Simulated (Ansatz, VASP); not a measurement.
# Two plane-wave programs on C

```
C
1.0
     0.00000    1.76572    1.76572
     1.76572    0.00000    1.76572
     1.76572    1.76572    0.00000
C
2
Direct
  0.00000 0.00000 0.00000
  0.25000 0.25000 0.25000
```

Alike in both runs: task single point; functional LDA; k mesh 12 × 12 × 12; occupations gaussian, width 0.02 eV; no spin polarisation.

|  | VASP | Ansatz |
| --- | --- | --- |
| version | VASP 6.6.1 | Ansatz 0.2.0 |
| potentials or method | VASP PAW LDA potentials, release 64 (C), cutoff 600 eV | scalar-relativistic, plane waves, PAW |
| valence electrons in the cell | 8 | 8 |

|  | VASP | Ansatz | Ansatz less VASP |
| --- | --- | --- | --- |
| gap on the k mesh at the Fermi level (eV) | 4.20 | 4.20 | +0.004 |
| least direct gap on the mesh (eV) | 5.63 | 5.62 | -0.004 |
| pressure (GPa) | 0.9 | 0.0 | -0.95 |

Ansatz warns that its potentials were made for another functional, while VASP's fit it. LDA's correlation is that of Perdew and Zunger in VASP and of Perdew and Wang (1992) in Ansatz.
